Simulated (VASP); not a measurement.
# Ru: single point with PBE

Ru:

```xyz
2
Lattice="-2.2326 2.2326 1.2280 2.2326 -2.2326 1.2280 2.2326 2.2326 -1.2280" Properties=species:S:1:pos:R:3 pbc="T T T"
Ru    0.0000   -1.1163   -0.3070
Ru    0.0000    1.1163    0.3070
```

* Program: VASP 6.6.1
* Task: single point
* Functional: PBE
* Potentials or basis: VASP PAW PBE potentials, release 64 (Ru_pv)
* Cutoff: 520 eV
* k mesh: 18 × 18 × 18
* Occupations: fermi-dirac, width 0.08 eV
* Spin: no spin polarisation
* Dipole correction: no
* Further INCAR settings: ALGO = Normal; EDIFF = 1e-07; NBANDS = 21

```
Pressure               : 94.1 GPa
Band gap on the k mesh : zero (bands 14 and 15 overlap by 2.13 eV)
```

Stress tensor (GPa, compression positive):
```
94.31  0.00  0.00
 0.00 94.31  0.00
 0.00  0.00 93.60
```

Levels at points of the mesh, in eV from the Fermi level:
| k point | band 10 | band 11 | band 12 | band 13 | band 14 | band 15 | band 16 | band 17 | band 18 | band 19 |
| --- | --- | --- | --- | --- | --- | --- | --- | --- | --- | --- |
| (0.00, 0.00, 0.00) | -5.42 | -4.81 | -0.48 | -0.48 | -0.41 | -0.41 | 2.64 | 4.32 | 7.81 | 7.81 |
| (0.50, 0.00, 0.00) | -4.61 | -2.77 | -2.04 | -0.32 | -0.10 | 1.72 | 1.73 | 4.94 | 9.25 | 10.38 |
| (0.50, 0.50, 0.00) | -4.79 | -3.41 | -3.41 | -0.59 | -0.59 | 0.97 | 0.97 | 1.56 | 1.56 | 10.67 |
| (0.50, 0.50, 0.50) | -4.67 | -1.15 | -1.15 | -0.41 | -0.41 | 0.15 | 0.15 | 0.47 | 0.47 | 10.53 |

It took 4.9 min on 1 thread of Intel Xeon 8259CL, on a shared host, peak memory 0.32 GiB.

Caveat: the cell stands under pressure.
